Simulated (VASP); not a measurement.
# SiC (P6_3mc) in VASP: settings compared

The runs below take SiC through single point, relaxation of cell and atoms, with PBE, r2SCAN.

Program: VASP 6.6.1. These are calculated values, not measurements. Logs are shortened: lines on timing, memory, paths and dates and some standing lists are left out, and cuts for length are marked.

## (1) The cell of the first run

The structure is hexagonal, space group P6_3mc (No. 186). Conventional cell: a = 3.095 Å, b = 3.095 Å, c = 15.188 Å, α = 90.00°, β = 90.00°, γ = 120.00°. Si (site symmetry 3m) has 4 C at 1.89 to 1.90 Å within 2.5 Å. Within 2.5 Å of Si (site symmetry 3m) lie 4 C at 1.90 Å. Within 2.5 Å of Si (site symmetry 3m) lie 4 C at 1.89 to 1.90 Å. Within 2.5 Å of C (site symmetry 3m) lie 4 Si at 1.89 to 1.90 Å. C (site symmetry 3m) has 4 Si at 1.90 Å within 2.5 Å. C (site symmetry 3m) has 4 Si at 1.89 to 1.90 Å within 2.5 Å.

## (2) Single point, PBE

Input file INCAR:

```
PREC = Accurate
ENCUT = 520
EDIFF = 1E-6
ISMEAR = 0
SIGMA = 0.02
LREAL = F
LASPH = T
NELM = 100
ALGO = Normal
ISIF = 2
LWAVE = F
LCHARG = T
GGA = PE
LELF = T
LVHAR = T
NBANDS = 36
```

Input file KPOINTS:

```
Automatic mesh
0
Gamma
  12 12 2
```

Input file POSCAR:

```
SiC
1.0
    3.0947360569      0.0000000000      0.0000000000
   -1.5473680285      2.6801200433      0.0000000000
    0.0000000000      0.0000000000     15.1881298508
Si C
6 6
Direct
    0.3333333333      0.6666666667      0.1422863726
    0.6666666667      0.3333333333      0.6422863726
    0.0000000000      0.0000000000      0.4755194282
    0.0000000000      0.0000000000      0.9755194282
    0.6666666667      0.3333333333      0.3087736124
    0.3333333333      0.6666666667      0.8087736124
    0.0000000000      0.0000000000      0.3501570145
    0.0000000000      0.0000000000      0.8501570145
    0.3333333333      0.6666666667      0.0173185555
    0.6666666667      0.3333333333      0.5173185555
    0.6666666667      0.3333333333      0.1838050067
    0.3333333333      0.6666666667      0.6838050067
```

Potentials or basis: VASP PAW PBE potentials, release 64 (Si, C).

Run with:

```bash
> cat potpaw_PBE.64/Si/POTCAR potpaw_PBE.64/C/POTCAR > POTCAR
> mpirun -np 1 vasp_std > vasp.out
```

OUTCAR:

```text
PREC = Accurate
   ENCUT = 520
   EDIFF = 1E-6
   ISMEAR = 0
   LREAL = F
   LASPH = T
   NELM = 100
   ISIF = 2
   GGA = PE

 ion  position               nearest neighbor table
   1  0.333  0.667  0.142-  11 1.89  11 1.89  11 1.89   9 1.90   5 3.10   5 3.10   5 3.10   4 3.10
                             4 3.10   4 3.10
   2  0.667  0.333  0.642-  12 1.89  12 1.89  12 1.89  10 1.90   6 3.10   6 3.10   6 3.10   3 3.10
                             3 3.10   3 3.10
   3  0.000  0.000  0.476-  10 1.90  10 1.90  10 1.90   7 1.90   5 3.10   5 3.10   5 3.10   2 3.10
                             2 3.10   2 3.10
   4  0.000  0.000  0.976-   9 1.90   9 1.90   9 1.90   8 1.90   6 3.10   6 3.10   6 3.10   1 3.10
                             1 3.10   1 3.10
   5  0.667  0.333  0.309-   7 1.89   7 1.89   7 1.89  11 1.90   1 3.10   1 3.10   1 3.10   3 3.10
                             3 3.10   3 3.10
   6  0.333  0.667  0.809-   8 1.89   8 1.89   8 1.89  12 1.90   2 3.10   2 3.10   2 3.10   4 3.10
                             4 3.10   4 3.10
   7  0.000  0.000  0.350-   5 1.89   5 1.89   5 1.89   3 1.90
   8  0.000  0.000  0.850-   6 1.89   6 1.89   6 1.89   4 1.90
   9  0.333  0.667  0.017-   4 1.90   4 1.90   4 1.90   1 1.90
  10  0.667  0.333  0.517-   3 1.90   3 1.90   3 1.90   2 1.90
  11  0.667  0.333  0.184-   1 1.89   1 1.89   1 1.89   5 1.90
  12  0.333  0.667  0.684-   2 1.89   2 1.89   2 1.89   6 1.90

  LATTYP: Found a hexagonal cell.
 ALAT       =     3.0947360569
 C/A-ratio  =     4.9077302786

  Lattice vectors:

 A1 = (   3.0947360569,   0.0000000000,   0.0000000000)
 A2 = (  -1.5473680285,   2.6801200433,   0.0000000000)
 A3 = (   0.0000000000,   0.0000000000,  15.1881298508)

Analysis of symmetry for initial positions (statically):
=====================================================================
 Subroutine PRICEL returns:
 Original cell was already a primitive cell.

 Routine SETGRP: Setting up the symmetry group for a
 hexagonal supercell.

 Subroutine GETGRP returns: Found 12 space group operations
 (whereof  6 operations were pure point group operations)
 out of a pool of 24 trial point group operations.

The static configuration has the point symmetry C_3v.
 The point group associated with its full space group is C_6v.

Analysis of symmetry for dynamics (positions and initial velocities):
=====================================================================
 Subroutine PRICEL returns:
 Original cell was already a primitive cell.

 Routine SETGRP: Setting up the symmetry group for a
 hexagonal supercell.

 Subroutine GETGRP returns: Found 12 space group operations
 (whereof  6 operations were pure point group operations)
 out of a pool of 24 trial point group operations.

The dynamic configuration has the point symmetry C_3v.
 The point group associated with its full space group is C_6v.

 Subroutine INISYM returns: Found 12 space group operations
 (whereof  6 operations are pure point group operations),
 and found     1 'primitive' translations

----------------------------------------------------------------------------------------

                                     Primitive cell

  volume of cell :     125.9744

  direct lattice vectors                    reciprocal lattice vectors
     3.094736057  0.000000000  0.000000000     0.323129334  0.186558808  0.000000000
    -1.547368028  2.680120043  0.000000000     0.000000000  0.373117616  0.000000000
     0.000000000  0.000000000 15.188129851     0.000000000  0.000000000  0.065840891

  length of vectors
     3.094736057  3.094736057 15.188129851     0.373117616  0.373117616  0.065840891

  position of ions in fractional coordinates (direct lattice)
     0.333333333  0.666666667  0.142286373
     0.666666667  0.333333333  0.642286373
     0.000000000  0.000000000  0.475519428
     0.000000000  0.000000000  0.975519428
     0.666666667  0.333333333  0.308773612
     0.333333333  0.666666667  0.808773612
     0.000000000  0.000000000  0.350157014
     0.000000000  0.000000000  0.850157014
     0.333333333  0.666666667  0.017318555
     0.666666667  0.333333333  0.517318555
     0.666666667  0.333333333  0.183805007
     0.333333333  0.666666667  0.683805007

  ion indices of the primitive-cell ions
   primitive index   ion index
                 1           1
                 2           2
                 3           3
                 4           4
                 5           5
                 6           6
                 7           7
                 8           8
                 9           9
                10          10
                11          11
                12          12

----------------------------------------------------------------------------------------

 KPOINTS: Automatic mesh

Automatic generation of k-mesh.
 Grid dimensions read from file:
 generate k-points for:   12   12    2

 Generating k-lattice:

  Cartesian coordinates                     Fractional coordinates (reciprocal lattice)
     0.026927444  0.015546567  0.000000000     0.083333333  0.000000000  0.000000000
     0.000000000  0.031093135  0.000000000     0.000000000  0.083333333  0.000000000
     0.000000000  0.000000000  0.032920445     0.000000000  0.000000000  0.500000000

  Length of vectors
     0.031093135  0.031093135  0.032920445

  Shift w.r.t. Gamma in fractional coordinates (k-lattice)
     0.000000000  0.000000000  0.000000000

 Subroutine IBZKPT returns following result:
 ===========================================

 Found     38 irreducible k-points:

 Following reciprocal coordinates:
            Coordinates               Weight
  0.000000  0.000000  0.000000      1.000000
  0.083333  0.000000  0.000000      6.000000
  0.166667  0.000000  0.000000      6.000000
  0.250000 -0.000000  0.000000      6.000000
  0.333333  0.000000  0.000000      6.000000
  0.416667  0.000000  0.000000      6.000000
[... 16 lines left out ...]
  0.250000 -0.000000  0.500000      6.000000
  0.333333  0.000000  0.500000      6.000000
 [... further k-points ...]
   k-points           NKPTS =     38   k-points in BZ     NKDIM =     38   number of bands    NBANDS=     36
   number of dos      NEDOS =    301   number of ions     NIONS =     12
   total plane-waves  NPLWV =  69120
   dimension x,y,z NGX =    24 NGY =   24 NGZ =  120
   dimension x,y,z NGXF=    48 NGYF=   48 NGZF=  240
   ions per type =               6   6
   NGX,Y,Z   is equivalent  to a cutoff of  12.89, 12.89, 13.13 a.u.
   NGXF,Y,Z  is equivalent  to a cutoff of  25.79, 25.79, 26.27 a.u.
 SYSTEM =  unknown system
   PREC   = accura    normal or accurate (medium, high low for compatibility)
   ISTART =      0    job   : 0-new  1-cont  2-samecut
   ICHARG =      2    charge: 1-file 2-atom 10-const
   ISPIN  =      1    spin polarized calculation?
   LNONCOLLINEAR =      F non collinear calculations
   LSORBIT =      F    spin-orbit coupling
   LASPH  =      T    aspherical Exc in radial PAW
   ENCUT  =  520.0 eV  38.22 Ry    6.18 a.u.   5.75  5.75 28.24*2*pi/ulx,y,z
   NELM   =    100;   NELMIN=  2; NELMDL= -5     # of ELM steps
   EDIFF  = 0.1E-05   stopping-criterion for ELM
   LREAL  =      F    real-space projection
   EDIFFG = 0.1E-04   stopping-criterion for IOM
   NSW    =      0    number of steps for IOM
   IBRION =     -1    ionic relax: 0-MD 1-quasi-New 2-CG
   NFREE  =      0    steps in history (QN), initial steepest desc. (CG)
   ISIF   =      2    stress and relaxation
   ISYM   =      2    0-nonsym 1-usesym 2-fastsym
   POTIM  = 0.5000    time-step for ionic-motion
   TEBEG  =    0.0;   TEEND  =   0.0 temperature during run
   PSTRESS=    0.0 pullay stress
   NELECT =      48.0000    total number of electrons
   NUPDOWN=      -1.0000    fix difference up-down
   EMIN   =  10.00;   EMAX   =-10.00  energy-range for DOS
   EFERMI =   0.00;   METHOD = LEGACY
   ISMEAR =     0;   SIGMA  =   0.02  broadening in eV -4-tet -1-fermi 0-gaus
   EFERMI_NEDOS =   21; number of points for ismear=-14 and -15
   IALGO  =     38    algorithm
   IMIX   =      4    mixing-type and parameters
     AMIX     =   0.40;   BMIX     =  1.00
     AMIX_MAG =   1.60;   BMIX_MAG =  1.00
  volume/ion in A,a.u.               =      10.50        70.84
  Fermi-wavevector in a.u.,A,eV,Ry     =   1.186846  2.242815 19.165227  1.408604
  Thomas-Fermi vector in A             =   2.323010
   LORBIT       =      0    0 simple, 1 ext, 2 COOP (PROOUT), +10 PAW based schemes
   GGA     = PE    functional components
   LHFCALC =     F    Hartree Fock is set to
   AEXX    =    0.0000 exact exchange contribution
   IVDW    =     0    specifies the selected vdW correction
   LEPSILON=     F    determine dielectric tensor
   LRPA    =     F    only Hartree local field effects (RPA)
 non-spin polarized calculation
 Gauss-broadening in eV      SIGMA  =   0.02
  energy-cutoff  :      520.00
  volume of cell :      125.97
 maximum number of plane-waves:      3444
 NGX is ok and might be reduce to    24
   NGX = 11   NGY = 11   NGZ = 57

 number of electron      48.0000001 magnetization

 Free energy of the ion-electron system (eV)
  ---------------------------------------------------
  ext. energy  EPLUGINS =         0.00000000
  ---------------------------------------------------
  free energy    TOTEN  =       -90.37375573 eV

  energy without entropy =      -90.37375573  energy(sigma->0) =      -90.37375573

 E-fermi :   8.1452     XC(G=0): -11.2910

 val. band max:        7.9902042245   @ k =   0.0000   0.0000   0.0000
 cond. band min:      10.0183929158   @ k =   0.5000  -0.0000   0.0000
 fundamental gap:      2.0281886913
 Fermi energy:         8.1451528682

 k-point     1 :       0.0000    0.0000    0.0000
  band No.  band energies     occupation
      1      -7.3521      2.00000
      2      -6.8369      2.00000
      3      -6.8017      2.00000
      4      -5.3277      2.00000
      5      -5.2983      2.00000
      6      -3.8411      2.00000
[... 28 lines left out ...]
     35      15.2447      0.00000
     36      15.3589      0.00000
[... 866 lines left out ...]
      6      -2.9088      2.00000
[... 28 lines left out ...]
     35      15.8199      0.00000
     36      15.8261      0.00000

 [... further k-points ...]

------------------------ aborting loop because EDIFF is reached ----------------------------------------

  FORCE on cell =-STRESS in cart. coord.  units (eV):
  Direction    XX          YY          ZZ          XY          YZ          ZX
  --------------------------------------------------------------------------------------
  -------------------------------------------------------------------------------------
  Total       -0.0065218     -0.0065218     -0.0681789      0.0000000      0.0000000      0.0000000
  in kB       -0.0829464     -0.0829464     -0.8671180      0.0000000      0.0000000      0.0000000
  external PRESSURE =      -0.3443369 kB  Pullay stress =       0.0000000 kB

 VOLUME and BASIS-vectors are now :
 -----------------------------------------------------------------------------
  energy-cutoff  :      520.00
  volume of cell :      125.97
      direct lattice vectors                 reciprocal lattice vectors
     3.094736057  0.000000000  0.000000000     0.323129334  0.186558808  0.000000000
    -1.547368028  2.680120043  0.000000000     0.000000000  0.373117616  0.000000000
     0.000000000  0.000000000 15.188129851     0.000000000  0.000000000  0.065840891

 POSITION                                       TOTAL-FORCE (eV/Angst)
 -----------------------------------------------------------------------------------
     -0.00000      1.78675      2.16106        -0.000000      0.000000      0.004702
      1.54737      0.89337      9.75513         0.000000      0.000000      0.004702
      0.00000      0.00000      7.22225        -0.000000      0.000000     -0.002701
      0.00000      0.00000     14.81632         0.000000     -0.000000     -0.002701
      1.54737      0.89337      4.68969        -0.000000      0.000000      0.002457
     -0.00000      1.78675     12.28376         0.000000     -0.000000      0.002457
      0.00000      0.00000      5.31823        -0.000000     -0.000000      0.004450
      0.00000      0.00000     12.91230         0.000000      0.000000      0.004450
     -0.00000      1.78675      0.26304         0.000000     -0.000000     -0.002651
      1.54737      0.89337      7.85710        -0.000000      0.000000     -0.002651
      1.54737      0.89337      2.79165         0.000000     -0.000000     -0.006257
     -0.00000      1.78675     10.38572        -0.000000      0.000000     -0.006257
 -----------------------------------------------------------------------------------
    total drift:                               -0.000000     -0.000000     -0.000713

  FREE ENERGIE OF THE ION-ELECTRON SYSTEM (eV)
  ---------------------------------------------------
  free  energy   TOTEN  =       -90.3737557348 eV

  energy  without entropy=      -90.3737557348  energy(sigma->0) =      -90.37375573
```

Run time: 83 s. Hardware: 1 thread of AMD EPYC 9R45 (Zen 5), shared host; peak memory 0.27 GiB.

Results:

```
Free energy            : -90.3738 eV
Pressure               : 0.0 GPa
Largest force          : 0.006 eV/Å
Band gap on the k mesh : 2.03 eV (least direct gap 3.12 eV)
```

Forces in eV/Å, atoms in the order of the input:
```
Si   0.000  0.000  0.005
Si   0.000  0.000  0.005
Si   0.000  0.000 -0.003
Si   0.000  0.000 -0.003
Si   0.000  0.000  0.002
Si   0.000  0.000  0.002
C    0.000  0.000  0.004
C    0.000  0.000  0.004
C    0.000  0.000 -0.003
C    0.000  0.000 -0.003
C    0.000  0.000 -0.006
C    0.000  0.000 -0.006
```

Levels at points of the mesh, in eV from the valence-band top:
```tsv
k point	band 22	band 23	band 24	band 25	band 26	band 27
(0.00, 0.00, 0.00)	-0.04	0.00	0.00	5.05	5.23	5.63
(0.50, 0.00, 0.00)	-1.77	-1.65	-1.10	2.03	2.21	3.19
(0.00, 0.00, 0.50)	-0.10	-0.10	-0.10	5.12	5.12	5.86
(0.50, 0.00, 0.50)	-1.71	-1.30	-1.30	2.07	2.07	3.41
```

(Part 1 of 2 ends here.)
